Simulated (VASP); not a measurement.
# PbO (Pbcm) in VASP: notebook

Aim: see how the results for PbO move with the level of theory and the settings. Levels: r2SCAN, PBE. Tasks: single point.

Everything below comes from runs of VASP 6.6.1. Logs are shortened: lines on timing, memory, paths and dates and some standing lists are left out, and cuts for length are marked.

### Step 1. The cell of the first run

The structure is orthorhombic, space group Pbcm (No. 57). Conventional cell: a = 6.154 Å, b = 5.644 Å, c = 4.718 Å, α = 90.00°, β = 90.00°, γ = 90.00°. Within 2.9 Å of Pb (site symmetry m) lie 4 O at 2.23 to 2.47 Å. O (site symmetry m) has 4 Pb at 2.23 to 2.47 Å and 6 O at 2.92 to 3.22 Å within 3.3 Å.

### Step 2. Single point, r2SCAN

POSCAR reads:

```
PbO
1.0
    6.1540521252      0.0000000000      0.0000000000
    0.0000000000      5.6438941231      0.0000000000
    0.0000000000      0.0000000000      4.7179998522
Pb O
4 4
Direct
    0.7796222985      0.4836076309      0.2500000000
    0.2203777015      0.5163923691      0.7500000000
    0.7796222985      1.0163923691      0.7500000000
    0.2203777015     -0.0163923691      0.2500000000
    0.1260800136      0.5969118950      0.2500000000
    0.8739199864      0.4030881050      0.7500000000
    0.1260800136      0.9030881050      0.7500000000
    0.8739199864      0.0969118950      0.2500000000
```

INCAR.step1 reads:

```
SYSTEM = PbO
ALGO = Normal
EDIFF = 1E-4
ENCUT = 520
GGA = PE
ISMEAR = -1
LASPH = .TRUE.
LCHARG = .FALSE.
LREAL = .FALSE.
LWAVE = .TRUE.
NBANDS = 50
NELM = 60
PREC = Accurate
SIGMA = 0.05
```

INCAR.step2 reads:

```
SYSTEM = PbO
ALGO = Normal
EDIFF = 1E-6
ENCUT = 520
ISIF = 2
ISMEAR = -1
ISTART = 1
LASPH = .TRUE.
LCHARG = .FALSE.
LMIXTAU = .TRUE.
LREAL = .FALSE.
LWAVE = .FALSE.
METAGGA = R2SCAN
NBANDS = 50
NELM = 60
PREC = Accurate
SIGMA = 0.05
```

KPOINTS reads:

```
k-points
0
G
  5 5 6
  0 0 0
```

Potentials or basis: VASP PAW PBE potentials, release 64 (Pb_d, O).

Run with:

```bash
$ cat potpaw_PBE.64/Pb_d/POTCAR potpaw_PBE.64/O/POTCAR > POTCAR
$ cp INCAR.step1 INCAR
$ mpirun -np 1 vasp_std > vasp.out
$ cp INCAR.step2 INCAR
$ mpirun -np 1 vasp_std > vasp.out
```

OUTCAR:

```text
SYSTEM = PbO
   EDIFF = 1E-6
   ENCUT = 520
   ISIF = 2
   ISMEAR = -1
   ISTART = 1
   LASPH = .TRUE.
   LREAL = .FALSE.
   METAGGA = R2SCAN
   NELM = 60
   PREC = Accurate

 ion  position               nearest neighbor table
   1  0.780  0.484  0.250-   5 2.23   8 2.26   6 2.47   6 2.47   3 3.54   3 3.54   2 3.60   2 3.60
                             3 3.82   3 3.82   4 3.91   4 3.91
   2  0.220  0.516  0.750-   6 2.23   7 2.26   5 2.47   5 2.47   4 3.54   4 3.54   1 3.60   1 3.60
                             4 3.82   4 3.82   3 3.91   3 3.91
   3  0.780  0.016  0.750-   7 2.23   6 2.26   8 2.47   8 2.47   1 3.54   1 3.54   4 3.60   4 3.60
                             1 3.82   1 3.82   2 3.91   2 3.91
   4  0.220  0.984  0.250-   8 2.23   5 2.26   7 2.47   7 2.47   2 3.54   2 3.54   3 3.60   3 3.60
                             2 3.82   2 3.82   1 3.91   1 3.91
   5  0.126  0.597  0.250-   1 2.23   4 2.26   2 2.47   2 2.47
   6  0.874  0.403  0.750-   2 2.23   3 2.26   1 2.47   1 2.47
   7  0.126  0.903  0.750-   3 2.23   2 2.26   4 2.47   4 2.47
   8  0.874  0.097  0.250-   4 2.23   1 2.26   3 2.47   3 2.47

  LATTYP: Found a simple orthorhombic cell.
 ALAT       =     4.7179998522
 B/A-ratio  =     1.1962472022
 C/A-ratio  =     1.3043773459

  Lattice vectors:

 A1 = (   0.0000000000,   0.0000000000,  -4.7179998522)
 A2 = (   0.0000000000,   5.6438941231,   0.0000000000)
 A3 = (   6.1540521252,   0.0000000000,   0.0000000000)

Analysis of symmetry for initial positions (statically):
=====================================================================
 Subroutine PRICEL returns:
 Original cell was already a primitive cell.

 Routine SETGRP: Setting up the symmetry group for a
 simple orthorhombic supercell.

 Subroutine GETGRP returns: Found  8 space group operations
 (whereof  2 operations were pure point group operations)
 out of a pool of  8 trial point group operations.

The static configuration has the point symmetry S_2 .
 The point group associated with its full space group is D_2h.

Analysis of symmetry for dynamics (positions and initial velocities):
=====================================================================
 Subroutine PRICEL returns:
 Original cell was already a primitive cell.

 Routine SETGRP: Setting up the symmetry group for a
 simple orthorhombic supercell.

 Subroutine GETGRP returns: Found  8 space group operations
 (whereof  2 operations were pure point group operations)
 out of a pool of  8 trial point group operations.

The dynamic configuration has the point symmetry S_2 .
 The point group associated with its full space group is D_2h.

[... 117 lines left out ...]
   ISYM   =      2    0-nonsym 1-usesym 2-fastsym
   POTIM  = 0.5000    time-step for ionic-motion
   TEBEG  =    0.0;   TEEND  =   0.0 temperature during run
   PSTRESS=    0.0 pullay stress
   NELECT =      80.0000    total number of electrons
   NUPDOWN=      -1.0000    fix difference up-down
   EMIN   =  10.00;   EMAX   =-10.00  energy-range for DOS
   EFERMI =   0.00;   METHOD = LEGACY
   ISMEAR =    -1;   SIGMA  =   0.05  broadening in eV -4-tet -1-fermi 0-gaus
   EFERMI_NEDOS =   21; number of points for ismear=-14 and -15
   IALGO  =     38    algorithm
   IMIX   =      4    mixing-type and parameters
     AMIX     =   0.40;   BMIX     =  1.00
     AMIX_MAG =   1.60;   BMIX_MAG =  1.00
  volume/ion in A,a.u.               =      20.48       138.23
  Fermi-wavevector in a.u.,A,eV,Ry     =   1.289057  2.435965 22.608371  1.661668
  Thomas-Fermi vector in A             =   2.420973
   LORBIT       =      0    0 simple, 1 ext, 2 COOP (PROOUT), +10 PAW based schemes
   METAGGA = R2SCAN    functional components
   LHFCALC =     F    Hartree Fock is set to
   AEXX    =    0.0000 exact exchange contribution
   IVDW    =     0    specifies the selected vdW correction
   LEPSILON=     F    determine dielectric tensor
   LRPA    =     F    only Hartree local field effects (RPA)
 non-spin polarized calculation
  energy-cutoff  :      520.00
  volume of cell :      163.87
 maximum number of plane-waves:      4451
 NGX is ok and might be reduce to    48
   NGX = 23   NGY = 21   NGZ = 17

 number of electron      79.9999989 magnetization

 Free energy of the ion-electron system (eV)
  ---------------------------------------------------
  ext. energy  EPLUGINS =         0.00000000
  ---------------------------------------------------
  free energy    TOTEN  =      -258.97156787 eV

  energy without entropy =     -258.97156787  energy(sigma->0) =     -258.97156787

 E-fermi :   5.0828     XC(G=0): -10.2588

 val. band max:        3.9598989123   @ k =   0.0000   0.0000   0.0000
 cond. band min:       6.6613768205   @ k =   0.4000   0.4000   0.3333
 fundamental gap:      2.7014779082
 Fermi energy:         5.0828111684

 k-point     1 :       0.0000    0.0000    0.0000
  band No.  band energies     occupation
      1     -14.7081      2.00000
      2     -14.5590      2.00000
      3     -14.4365      2.00000
      4     -14.3185      2.00000
      5     -12.0457      2.00000
      6     -11.9968      2.00000
[... 1261 lines left out ...]
     49      11.4915      0.00000
     50      11.7620      0.00000

 [... further k-points ...]

------------------------ aborting loop because EDIFF is reached ----------------------------------------

  FORCE on cell =-STRESS in cart. coord.  units (eV):
  Direction    XX          YY          ZZ          XY          YZ          ZX
  --------------------------------------------------------------------------------------
  -------------------------------------------------------------------------------------
  Total        0.5214829      0.4592542      0.3770628      0.0000000     -0.0000000      0.0000000
  in kB        5.0986206      4.4902006      3.6866026      0.0000000     -0.0000000      0.0000000
  external PRESSURE =       4.4251413 kB  Pullay stress =       0.0000000 kB

 VOLUME and BASIS-vectors are now :
 -----------------------------------------------------------------------------
  energy-cutoff  :      520.00
  volume of cell :      163.87
      direct lattice vectors                 reciprocal lattice vectors
     6.154052125  0.000000000  0.000000000     0.162494561  0.000000000  0.000000000
     0.000000000  5.643894123  0.000000000     0.000000000  0.177182629  0.000000000
     0.000000000  0.000000000  4.717999852     0.000000000  0.000000000  0.211954225

 POSITION                                       TOTAL-FORCE (eV/Angst)
 -----------------------------------------------------------------------------------
      4.79784      2.72943      1.17950        -0.100331      0.049559     -0.000000
      1.35622      2.91446      3.53850         0.100331     -0.049559     -0.000000
      4.79784      0.09252      3.53850        -0.100331     -0.049559      0.000000
      1.35622      5.55138      1.17950         0.100331      0.049559     -0.000000
      0.77590      3.36891      1.17950         0.030918     -0.028038      0.000000
      5.37815      2.27499      3.53850        -0.030918      0.028038     -0.000000
      0.77590      5.09693      3.53850         0.030918      0.028038      0.000000
      5.37815      0.54696      1.17950        -0.030918     -0.028038     -0.000000
 -----------------------------------------------------------------------------------
    total drift:                                0.000000     -0.000000      0.000000

  FREE ENERGIE OF THE ION-ELECTRON SYSTEM (eV)
  ---------------------------------------------------
  free  energy   TOTEN  =      -258.9715678679 eV

  energy  without entropy=     -258.9715678679  energy(sigma->0) =     -258.97156787
```

OSZICAR.step1:

```text
N       E                     dE             d eps       ncg     rms          rms(c)
DAV:   1     0.110618542380E+04    0.11062E+04   -0.38302E+04  3608   0.190E+03
DAV:   2     0.145289117920E+03   -0.96090E+03   -0.91718E+03  3728   0.530E+02
DAV:   3    -0.383067008466E+02   -0.18360E+03   -0.17430E+03  4702   0.251E+02
DAV:   4    -0.516594766284E+02   -0.13353E+02   -0.13212E+02  4712   0.694E+01
DAV:   5    -0.520300992583E+02   -0.37062E+00   -0.36999E+00  4342   0.116E+01    0.173E+01
DAV:   6    -0.430187911809E+02    0.90113E+01   -0.40296E+01  5138   0.433E+01    0.736E+00
DAV:   7    -0.428657648650E+02    0.15303E+00   -0.55662E+00  4566   0.131E+01    0.378E+00
DAV:   8    -0.428468776451E+02    0.18887E-01   -0.13800E+00  5348   0.628E+00    0.138E+00
DAV:   9    -0.427999753901E+02    0.46902E-01   -0.17088E-01  5312   0.358E+00    0.281E-01
DAV:  10    -0.428058953409E+02   -0.59200E-02   -0.29843E-02  4876   0.130E+00    0.231E-01
DAV:  11    -0.428046457090E+02    0.12496E-02   -0.46815E-03  5272   0.607E-01    0.504E-02
DAV:  12    -0.428047465367E+02   -0.10083E-03   -0.18207E-03  4390   0.203E-01    0.821E-02
DAV:  13    -0.428046792507E+02    0.67286E-04   -0.19008E-04  2776   0.130E-01
   1 F= -.42804679E+02 E0= -.42804679E+02  d E =-.294872E-10
```

It took 25 min on 1 thread of Intel Xeon 8259CL, shared host; peak memory 0.42 GiB.

Results:

```yaml
Free_energy: -258.9716 eV
Pressure: 0.4 GPa
Largest_force: 0.112 eV/Å
Band_gap_on_the_k_mesh: 2.70 eV (least direct gap 3.05 eV)
```

Forces on the atoms (eV/Å):
```
Pb  -0.100  0.050  0.000
Pb   0.100 -0.050  0.000
Pb  -0.100 -0.050  0.000
Pb   0.100  0.050  0.000
O    0.031 -0.028  0.000
O   -0.031  0.028  0.000
O    0.031  0.028  0.000
O   -0.031 -0.028  0.000
```

Stress tensor (GPa, compression positive):
```
0.51 0.00 0.00
0.00 0.45 0.00
0.00 0.00 0.37
```

Caveat: the PAW data sets were made with another functional, which shifts forces and pressure a little; spin-orbit coupling is left out, which moves the levels of the heavy elements. A k mesh can miss the band edges.

### Step 3. Single point, PBE

This run uses another cell than the first one, of 17.93 Å³/atom.

INCAR reads:

```
SYSTEM = PbO
ALGO = Normal
EDIFF = 1E-7
ENCUT = 520
GGA = PE
ISIF = 2
ISMEAR = -1
LASPH = .TRUE.
LCHARG = .FALSE.
LREAL = .FALSE.
LWAVE = .FALSE.
NBANDS = 50
NELM = 100
PREC = Accurate
SIGMA = 0.05
```

KPOINTS is that of step 2.

POSCAR reads:

```
PbO
1.0
    5.7560479748      0.0000000000      0.0000000000
    0.0000000000      5.3642135313      0.0000000000
    0.0000000000      0.0000000000      4.6461769136
Pb O
4 4
Direct
    0.7690000000      0.5140000000      0.2500000000
    0.2310000000      0.4860000000      0.7500000000
    0.7690000000      0.9860000000      0.7500000000
    0.2310000000      0.0140000000      0.2500000000
    0.1320000000      0.5820000000      0.2500000000
    0.8680000000      0.4180000000      0.7500000000
    0.1320000000      0.9180000000      0.7500000000
    0.8680000000      0.0820000000      0.2500000000
```

Potentials or basis: VASP PAW PBE potentials, release 64 (Pb_d, O).

Run with:

```bash
$ cat potpaw_PBE.64/Pb_d/POTCAR potpaw_PBE.64/O/POTCAR > POTCAR
$ mpirun -np 1 vasp_std > vasp.out
```

Run time: 4.6 min. Hardware: 1 thread of Intel Xeon 8259CL, shared host; peak memory 0.36 GiB.

It converged, with:

```yaml
Free_energy: -42.0789 eV
Pressure: 8.8 GPa
Largest_force: 1.481 eV/Å
Band_gap_on_the_k_mesh: 2.01 eV (least direct gap 2.21 eV)
```

Forces on the atoms (eV/Å):
```
Pb  -1.297 -0.716  0.000
Pb   1.297  0.716  0.000
Pb  -1.297  0.716  0.000
Pb   1.297 -0.716  0.000
O    1.165  0.351  0.000
O   -1.165 -0.351  0.000
O    1.165 -0.351  0.000
O   -1.165  0.351  0.000
```

Stress tensor (GPa, compression positive):
```
14.97  0.00  0.00
 0.00  3.41  0.00
 0.00  0.00  7.90
```

Levels at points of the mesh, in eV from the valence-band top:
| k point | band 38 | band 39 | band 40 | band 41 | band 42 | band 43 |
| --- | --- | --- | --- | --- | --- | --- |
| (0.00, 0.00, 0.00) | -1.24 | -0.43 | 0.00 | 3.68 | 4.28 | 4.52 |
| (0.00, 0.00, 0.50) | -0.81 | -0.18 | -0.18 | 4.31 | 4.31 | 5.00 |

Caveat: the stress differs along the axes, from 3 to 15 GPa; spin-orbit coupling is left out, which moves the levels of the heavy elements; forces of over 1 eV/Å act on the atoms, so gaps and moduli don't describe the material at rest.
